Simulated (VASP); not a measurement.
# Cu (P-1) in VASP: a series of runs, part 2 of 4

VASP 6.6.1. The steps go on from the part before.

### 3 Single point, PBE

The input, INCAR:

```
ALGO = Normal
EDIFF = 1E-6
ENCUT = 520
GGA = PE
ISIF = 2
ISMEAR = 0
LASPH = T
LCHARG = T
LELF = T
LREAL = F
LVHAR = T
LWAVE = F
NBANDS = 12
NELM = 80
PREC = Accurate
SIGMA = 0.1
```

The input, KPOINTS:

```
k-points
0
Gamma
  10 10 9
```

The input, POSCAR:

```
Cu
1.0
   -1.4539857600      1.4643106900      1.3739820400
    1.4487133000     -1.4679854000      1.3723068300
    1.4251542200      1.4391538600     -1.3778349000
Cu
1
Direct
    0.0000000000      0.0000000000      0.0000000000
```

Potentials or basis: VASP PAW PBE potentials, release 64 (Cu).

Run with:

```bash
$ cat potpaw_PBE.64/Cu/POTCAR > POTCAR
$ mpirun -np 1 vasp_std > vasp.out
```

OUTCAR:

```text
EDIFF = 1E-6
   ENCUT = 520
   GGA = PE
   ISIF = 2
   ISMEAR = 0
   LASPH = T
   LREAL = F
   NELM = 80
   PREC = Accurate

 ion  position               nearest neighbor table
   1  0.000  0.000  0.000-

  LATTYP: Found a triclinic cell.
 ALAT       =     2.4772923517
 B/A-ratio  =     2.6362230149
 C/A-ratio  =     1.1085879257
 COS(alpha) =     0.0006673352
 COS(beta)  =     0.5536229994
 COS(gamma) =     0.7922115085

  Lattice vectors:

 A1 = (  -1.4487133000,   1.4679854000,  -1.3723068300)
 A2 = (  -2.9315306000,   5.8357606400,  -0.0021776500)
 A3 = (   0.0052724600,   0.0036747100,  -2.7462888700)

Analysis of symmetry for initial positions (statically):
=====================================================================
 Subroutine PRICEL returns:
 Original cell was already a primitive cell.

 Routine SETGRP: Setting up the symmetry group for a
 triclinic supercell.

 Subroutine GETGRP returns: Found  2 space group operations
 (whereof  2 operations were pure point group operations)
 out of a pool of  2 trial point group operations.

The static configuration has the point symmetry S_2 .

Analysis of symmetry for dynamics (positions and initial velocities):
=====================================================================
 Subroutine PRICEL returns:
 Original cell was already a primitive cell.

 Routine SETGRP: Setting up the symmetry group for a
 triclinic supercell.

 Subroutine GETGRP returns: Found  2 space group operations
 (whereof  2 operations were pure point group operations)
 out of a pool of  2 trial point group operations.

The dynamic configuration has the point symmetry S_2 .

 Subroutine INISYM returns: Found  2 space group operations
 (whereof  2 operations are pure point group operations),
 and found     1 'primitive' translations

----------------------------------------------------------------------------------------

                                     Primitive cell

  volume of cell :      11.4565

  direct lattice vectors                    reciprocal lattice vectors
    -1.453985760  1.464310690  1.373982040     0.004161885  0.344941265  0.364597298
     1.448713300 -1.467985400  1.372306830     0.348704468  0.003946740  0.364802496
     1.425154220  1.439153860 -1.377834900     0.351455663  0.347907606  0.001140264

  length of vectors
     2.479134331  2.477292352  2.449623929     0.501929266  0.504669440  0.494532189

  position of ions in fractional coordinates (direct lattice)
     0.000000000  0.000000000  0.000000000

  ion indices of the primitive-cell ions
   primitive index   ion index
                 1           1

----------------------------------------------------------------------------------------

 KPOINTS: k-points

Automatic generation of k-mesh.
 Grid dimensions read from file:
 generate k-points for:   10   10    9

 Generating k-lattice:

  Cartesian coordinates                     Fractional coordinates (reciprocal lattice)
     0.000416189  0.034494127  0.036459730     0.100000000 -0.000000000  0.000000000
     0.034870447  0.000394674  0.036480250    -0.000000000  0.100000000  0.000000000
     0.039050629  0.038656401  0.000126696    -0.000000000  0.000000000  0.111111111

  Length of vectors
     0.050192927  0.050466944  0.054948021

  Shift w.r.t. Gamma in fractional coordinates (k-lattice)
     0.000000000  0.000000000  0.000000000

 Subroutine IBZKPT returns following result:
 ===========================================

 Found    452 irreducible k-points:

 Following reciprocal coordinates:
            Coordinates               Weight
  0.000000  0.000000  0.000000      1.000000
  0.100000 -0.000000 -0.000000      2.000000
  0.200000 -0.000000 -0.000000      2.000000
  0.300000 -0.000000 -0.000000      2.000000
  0.400000  0.000000 -0.000000      2.000000
  0.500000 -0.000000 -0.000000      1.000000
[... 16 lines left out ...]
 -0.400000  0.200000  0.000000      2.000000
 -0.300000  0.200000 -0.000000      2.000000
 [... further k-points ...]
   k-points           NKPTS =    452   k-points in BZ     NKDIM =    452   number of bands    NBANDS=     12
   number of dos      NEDOS =    301   number of ions     NIONS =      1
   total plane-waves  NPLWV =   5832
   dimension x,y,z NGX =    18 NGY =   18 NGZ =   18
   dimension x,y,z NGXF=    36 NGYF=   36 NGZF=   36
   ions per type =               1
   NGX,Y,Z   is equivalent  to a cutoff of  12.07, 12.08, 12.22 a.u.
   NGXF,Y,Z  is equivalent  to a cutoff of  24.14, 24.16, 24.43 a.u.
 SYSTEM =  unknown system
   PREC   = accura    normal or accurate (medium, high low for compatibility)
   ISTART =      0    job   : 0-new  1-cont  2-samecut
   ICHARG =      2    charge: 1-file 2-atom 10-const
   ISPIN  =      1    spin polarized calculation?
   LNONCOLLINEAR =      F non collinear calculations
   LSORBIT =      F    spin-orbit coupling
   LASPH  =      T    aspherical Exc in radial PAW
   ENCUT  =  520.0 eV  38.22 Ry    6.18 a.u.   4.61  4.61  4.55*2*pi/ulx,y,z
   NELM   =     80;   NELMIN=  2; NELMDL= -5     # of ELM steps
   EDIFF  = 0.1E-05   stopping-criterion for ELM
   LREAL  =      F    real-space projection
   EDIFFG = 0.1E-04   stopping-criterion for IOM
   NSW    =      0    number of steps for IOM
   IBRION =     -1    ionic relax: 0-MD 1-quasi-New 2-CG
   NFREE  =      0    steps in history (QN), initial steepest desc. (CG)
   ISIF   =      2    stress and relaxation
   ISYM   =      2    0-nonsym 1-usesym 2-fastsym
   POTIM  = 0.5000    time-step for ionic-motion
   TEBEG  =    0.0;   TEEND  =   0.0 temperature during run
   PSTRESS=    0.0 pullay stress
   NELECT =      11.0000    total number of electrons
   NUPDOWN=      -1.0000    fix difference up-down
   EMIN   =  10.00;   EMAX   =-10.00  energy-range for DOS
   EFERMI =   0.00;   METHOD = LEGACY
   ISMEAR =     0;   SIGMA  =   0.10  broadening in eV -4-tet -1-fermi 0-gaus
   EFERMI_NEDOS =   21; number of points for ismear=-14 and -15
   IALGO  =     38    algorithm
   IMIX   =      4    mixing-type and parameters
     AMIX     =   0.40;   BMIX     =  1.00
     AMIX_MAG =   1.60;   BMIX_MAG =  1.00
  volume/ion in A,a.u.               =      11.46        77.31
  Fermi-wavevector in a.u.,A,eV,Ry     =   1.615057  3.052015 35.489549  2.608408
  Thomas-Fermi vector in A             =   2.709866
   LORBIT       =      0    0 simple, 1 ext, 2 COOP (PROOUT), +10 PAW based schemes
   GGA     = PE    functional components
   LHFCALC =     F    Hartree Fock is set to
   AEXX    =    0.0000 exact exchange contribution
   IVDW    =     0    specifies the selected vdW correction
   LEPSILON=     F    determine dielectric tensor
   LRPA    =     F    only Hartree local field effects (RPA)
 non-spin polarized calculation
 Gauss-broadening in eV      SIGMA  =   0.10
  energy-cutoff  :      520.00
  volume of cell :       11.46
 maximum number of plane-waves:       325
   NGX =  9   NGY =  9   NGZ =  9

 number of electron      11.0000002 magnetization

 Free energy of the ion-electron system (eV)
  ---------------------------------------------------
  ext. energy  EPLUGINS =         0.00000000
  ---------------------------------------------------
  free energy    TOTEN  =        -3.67536760 eV

  energy without entropy =       -3.67355745  energy(sigma->0) =       -3.67446252

 E-fermi :   8.0169     XC(G=0): -12.9045

 val. band max:        8.0152344228   @ k =   0.3000  -0.3000   0.3333
 cond. band min:       8.0203388146   @ k =   0.1000   0.5000   0.4444
 fundamental gap:      0.0051043918
 Fermi energy:         8.0168705095

 k-point     1 :       0.0000    0.0000    0.0000
  band No.  band energies     occupation
      1      -1.6110      2.00000
      2       4.6296      2.00000
      3       4.7769      2.00000
      4       4.9150      2.00000
      5       5.7021      2.00000
      6       5.9232      2.00000
      7      32.3412      0.00000
      8      33.2013      0.00000
      9      34.1370      0.00000
     10      36.4941      0.00000
     11      36.6736      0.00000
     12      37.2237      0.00000
[... 331 lines left out ...]
 k-point    24 :      -0.3000    0.2000   -0.0000
  band No.  band energies     occupation
      1       0.8184      2.00000
      2       4.4526      2.00000
      3       4.4990      2.00000
      4       5.5445      2.00000
      5       5.8139      2.00000
      6       5.9447      2.00000
      7      20.9909      0.00000
      8      26.1175      0.00000
      9      29.3144      0.00000
     10      33.1632      0.00000
     11      35.9761      0.00000
     12      37.5874      0.00000

 [... further k-points ...]

------------------------ aborting loop because EDIFF is reached ----------------------------------------

  FORCE on cell =-STRESS in cart. coord.  units (eV):
  Direction    XX          YY          ZZ          XY          YZ          ZX
  --------------------------------------------------------------------------------------
  -------------------------------------------------------------------------------------
  Total        0.5543008      0.5854535      0.5516025      0.1350492     -0.0421926     -0.0429419
  in kB       77.5179419     81.8745993     77.1406005     18.8863796     -5.9005637     -6.0053436
  external PRESSURE =      78.8443806 kB  Pullay stress =       0.0000000 kB

 VOLUME and BASIS-vectors are now :
 -----------------------------------------------------------------------------
  energy-cutoff  :      520.00
  volume of cell :       11.46
      direct lattice vectors                 reciprocal lattice vectors
    -1.453985760  1.464310690  1.373982040     0.004161885  0.344941265  0.364597298
     1.448713300 -1.467985400  1.372306830     0.348704468  0.003946740  0.364802496
     1.425154220  1.439153860 -1.377834900     0.351455663  0.347907606  0.001140264

 POSITION                                       TOTAL-FORCE (eV/Angst)
 -----------------------------------------------------------------------------------
      0.00000      0.00000      0.00000         0.000000      0.000000      0.000000
 -----------------------------------------------------------------------------------
    total drift:                                0.000000      0.000000      0.000000

  FREE ENERGIE OF THE ION-ELECTRON SYSTEM (eV)
  ---------------------------------------------------
  free  energy   TOTEN  =        -3.6753675951 eV

  energy  without entropy=       -3.6735574465  energy(sigma->0) =       -3.67446252
```

Wall time 22 s (1 thread of Intel Xeon 6975P-C (Granite Rapids), shared host); peak memory 0.16 GiB.

What came out:

* Free energy: -3.6754 eV
* Pressure: 7.9 GPa
* Band gap on the k mesh: zero (an odd number of electrons rules out a gap without spin polarisation)

Stress tensor (GPa, compression positive):
```
 7.75  1.89 -0.60
 1.89  8.19 -0.59
-0.60 -0.59  7.71
```

Levels at points of the mesh, in eV from the Fermi level:
| k point | band 3 | band 4 | band 5 | band 6 | band 7 | band 8 | band 9 | band 10 |
| --- | --- | --- | --- | --- | --- | --- | --- | --- |
| (0.00, 0.00, 0.00) | -3.24 | -3.10 | -2.31 | -2.09 | 24.32 | 25.18 | 26.12 | 28.48 |
| (0.50, 0.00, 0.00) | -2.25 | -2.00 | -1.43 | -0.59 | 4.65 | 17.17 | 17.76 | 21.38 |
| (0.00, 0.50, 0.00) | -2.20 | -1.99 | -1.42 | -0.50 | 4.77 | 16.86 | 17.49 | 21.13 |
| (0.50, 0.50, 0.00) | -2.37 | -2.10 | -1.48 | -1.11 | 3.89 | 18.73 | 19.20 | 22.70 |

Caveat: the cell stands under pressure.

(Continued in part 3 of 4.)
